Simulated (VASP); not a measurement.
Set up this calculation in VASP 6.6.1, as the native input.

| Quantity | Value |
| --- | --- |
| Task | density of states |
| Functional | PBE |
| Potentials or basis | VASP PAW PBE potentials, release 64 (Sb) |
| Cutoff | 400 eV |
| k mesh | 16 × 16 × 16 |
| Occupations | fermi-dirac, width 0.1 eV |
| Spin | no spin polarisation |
| Dipole correction | no |
| k mesh for the DOS | 24 × 24 × 24 |
| Occupations for the DOS | tetrahedron |
| Further INCAR settings | ALGO = Normal; EDIFF = 1e-06 |

Crystal: Sb.

```
CELL_PARAMETERS angstrom
-1.89628 1.89628 1.89628
1.89628 -1.89628 1.89628
1.89628 1.89628 -1.89628
ATOMIC_POSITIONS crystal
Sb 0.00000 0.00000 0.00000
```

One way to write it, as run:

POSCAR

```
Sb
1.0
   -1.8962776387      1.8962776387      1.8962776387
    1.8962776387     -1.8962776387      1.8962776387
    1.8962776387      1.8962776387     -1.8962776387
Sb
1
Direct
    0.0000000000      0.0000000000      0.0000000000
```

INCAR.step1

```
SYSTEM = Sb
ALGO     = Normal         ! electronic algorithm
EDIFF    = 1E-6           ! SCF threshold, eV
ENCUT    = 400            ! plane-wave cutoff, eV
GGA      = PE             ! functional
GGA_COMPAT= .False.      
ISIF     = 2              ! what is computed and relaxed
ISMEAR   = -1             ! smearing method
LASPH    = .True.         ! aspherical terms in the spheres
LCHARG   = .True.         ! write CHGCAR
LORBIT   = 11             ! projections on sites
LREAL    = .False.        ! projectors in reciprocal space
LWAVE    = .False.        ! write WAVECAR
NBANDS   = 8              ! bands
NEDOS    = 2001           ! points of the DOS
NELM     = 120            ! most SCF steps
PREC     = Accurate       ! precision mode
SIGMA    = 0.1            ! smearing width, eV
```

KPOINTS.step1

```
k-points
0
Gamma
  16 16 16
  0 0 0
```

INCAR.step2

```
SYSTEM = Sb
ALGO     = Normal         ! electronic algorithm
EDIFF    = 1E-6           ! SCF threshold, eV
ENCUT    = 400            ! plane-wave cutoff, eV
GGA      = PE             ! functional
GGA_COMPAT= .False.      
ICHARG   = 11             ! starting density
ISIF     = 2              ! what is computed and relaxed
ISMEAR   = -5             ! smearing method
LASPH    = .True.         ! aspherical terms in the spheres
LCHARG   = .False.        ! write CHGCAR
LORBIT   = 11             ! projections on sites
LREAL    = .False.        ! projectors in reciprocal space
LWAVE    = .False.        ! write WAVECAR
NEDOS    = 1001           ! points of the DOS
NELM     = 120            ! most SCF steps
PREC     = Accurate       ! precision mode
SIGMA    = 0.1            ! smearing width, eV
```

KPOINTS.step2

```
k-points
0
Gamma
  24 24 24
  0 0 0
```

Potentials or basis: VASP PAW PBE potentials, release 64 (Sb).

Run with:

```sh
$ cat potpaw_PBE.64/Sb/POTCAR > POTCAR
$ cp INCAR.step1 INCAR
$ cp KPOINTS.step1 KPOINTS
$ mpirun -np 1 vasp_std > vasp.out
$ cp INCAR.step2 INCAR
$ cp KPOINTS.step2 KPOINTS
$ mpirun -np 1 vasp_std > vasp.out
```

It gave:

The valence electrons inside the program's atomic spheres are Sb 2.33.

Caveat: spin-orbit coupling is left out, which moves the levels of the heavy elements.

Run time: 66 s on 1 thread of Intel Xeon 8259CL (shared host), peak memory 0.19 GiB.
